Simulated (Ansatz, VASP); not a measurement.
**NbPdSe3: VASP beside Ansatz**

Contents of INCAR:

```
SYSTEM = NbPdSe3
PREC     = Accurate       ! precision mode
ENCUT    = 600            ! plane-wave cutoff, eV
EDIFF    = 1E-7           ! SCF threshold, eV
ISMEAR   = 0              ! smearing method
SIGMA    = 0.1            ! smearing width, eV
LREAL    = .FALSE.        ! projectors in reciprocal space
LASPH    = .TRUE.         ! aspherical terms in the spheres
NELM     = 80             ! most SCF steps
ALGO     = Normal         ! electronic algorithm
ISIF     = 3              ! what is computed and relaxed
LWAVE    = .FALSE.        ! write WAVECAR
LCHARG   = .FALSE.        ! write CHGCAR
GGA      = PE             ! functional
IBRION   = 2              ! ionic algorithm
NSW      = 100            ! ionic steps
EDIFFG   = -0.01          ! ionic threshold
```

The input KPOINTS:

```
Automatic mesh
0
G
  8 8 6
  0 0 0
```

POSCAR

```
NbPdSe3
1.0
    4.7721356956      0.0000000000      0.0000000000
    0.0000000000      4.7721356956      0.0000000000
    0.0000000000      0.0000000000      6.6292018080
Nb Pd Se
1 1 3
Direct
    0.0000000000      0.0000000000      0.7146636998
    0.5000000000      0.5000000000      0.6845612234
    0.0000000000      0.5000000000      0.5517209637
    0.0000000000      0.0000000000      0.0590241194
    0.5000000000      0.0000000000      0.5517209637
```

Input for Ansatz:

```yaml
crystal:
  lattice:
    - [4.7721356956, 0.0, 0.0]
    - [0.0, 4.7721356956, 0.0]
    - [0.0, 0.0, 6.629201808]
  atoms:
    - { symbol: Nb, position: [0.0, 0.0, 0.7146636998] }
    - { symbol: Pd, position: [0.5, 0.5, 0.6845612234] }
    - { symbol: Se, position: [0.0, 0.5, 0.5517209637] }
    - { symbol: Se, position: [0.0, 0.0, 0.0590241194] }
    - { symbol: Se, position: [0.5, 0.0, 0.5517209637] }
basis:
  ecutwfc: 420
kpoints:
  mp_grid: { grid: [8, 8, 6] }
hamiltonian:
  xc: pbe
scf:
  occupations: { method: gaussian, width: 0.1 }
output:
  forces: true
  stress: true
  eigenvalues: true
  write_density: true
  write_potential: true
  elf: true
  volumetric_format: npy
relax:
  adjacent_minimum: "off"
  f_tol: 0.01
  max_steps: 80
  cell: { stress_tol: 0.05 }
```

Change from the starting cell: species swapped into the CsInBr3 type (P4mm, No. 99).

Alike in both runs: task relaxation of cell and atoms; functional PBE; k mesh 8 × 8 × 6; occupations gaussian, width 0.1 eV; no spin polarisation.

|  | VASP | Ansatz |
| --- | --- | --- |
| version | VASP 6.6.1 | Ansatz 0.2.0 |
| potentials or method | VASP PAW PBE potentials, release 64 (Nb_sv, Pd, Se), cutoff 600 eV | scalar-relativistic, plane waves, PAW |
| valence electrons in the cell | 41 | 79 |

Ansatz gave:

| Quantity | Value |
| --- | --- |
| gap on the k mesh at the Fermi level, each at its own relaxed structure (eV) | none |
| relaxed volume (Å³/atom) | 31.04 |
| relaxed cell length with the largest relative difference (Å) | 6.835 |

Problem. Estimate VASP's values.

Solution. gap on the k mesh at the Fermi level, each at its own relaxed structure (eV): none; relaxed volume (Å³/atom): 30.77; relaxed cell length with the largest relative difference (Å): 6.779.

A gap of «none» marks a metal or a gap that the smearing closes. VASP's potentials hold 41 valence electrons a cell and Ansatz's 79, so a difference there can come from the potentials and not from the codes.
